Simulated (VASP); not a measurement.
Here is a VASP 6.6.1 calculation.

INCAR

```
PREC = Accurate
ENCUT = 520
EDIFF = 1E-6
ISMEAR = 0
SIGMA = 0.1
LREAL = False
LASPH = True
NELM = 100
ALGO = Normal
ISIF = 2
LWAVE = False
LCHARG = False
GGA = PE
NBANDS = 72
```

File KPOINTS:

```
Automatic mesh
0
Gamma
  4 4 1
```

POSCAR

```
SnPb5O6
1.0
    4.0233806563      0.0000000000      0.0000000000
    0.0000000000      4.0233806563      0.0000000000
    0.0000000000      0.0000000000     16.3401343250
Sn Pb O
1 5 6
Direct
    0.0000000000      0.0000000000      0.7393339777
    0.0000000000      0.0000000000      0.0680760233
    0.0000000000      0.0000000000      0.4071708528
    0.5000000000      0.5000000000      0.2600913434
    0.5000000000      0.5000000000      0.5980690311
    0.5000000000      0.5000000000      0.9210081798
    0.0000000000      0.5000000000     -0.0044693182
    0.0000000000      0.5000000000      0.3345918849
    0.0000000000      0.5000000000      0.6730027292
    0.5000000000      0.0000000000     -0.0044693182
    0.5000000000      0.0000000000      0.3345918849
    0.5000000000      0.0000000000      0.6730027292
```

Potentials or basis: VASP PAW PBE potentials, release 64 (Sn_d, Pb_d, O).

Run with:

```console
$ cat potpaw_PBE.64/Sn_d/POTCAR potpaw_PBE.64/Pb_d/POTCAR potpaw_PBE.64/O/POTCAR > POTCAR
$ mpirun -np 1 vasp_std > vasp.out
```

Q: Estimate the largest force.

A: 0.060 eV/Å.

Q: What does it give for the band gap on the k mesh?

A: 1.46 eV (least direct gap 1.51 eV).

Q: What does it give for the pressure?

A: 0.1 GPa.

Forces in eV/Å, atoms in the order of the input:
```
Sn   0.000  0.000  0.060
Pb   0.000  0.000  0.034
Pb   0.000  0.000  0.040
Pb   0.000  0.000 -0.039
Pb   0.000  0.000 -0.036
Pb   0.000  0.000 -0.040
O    0.000  0.000  0.002
O    0.000  0.000  0.000
O    0.000  0.000 -0.012
O    0.000  0.000  0.002
O    0.000  0.000  0.000
O    0.000  0.000 -0.012
```

Caveat: spin-orbit coupling is left out, which moves the levels of the heavy elements; an odd mesh through Γ misses points on the zone boundary, where band edges can lie.
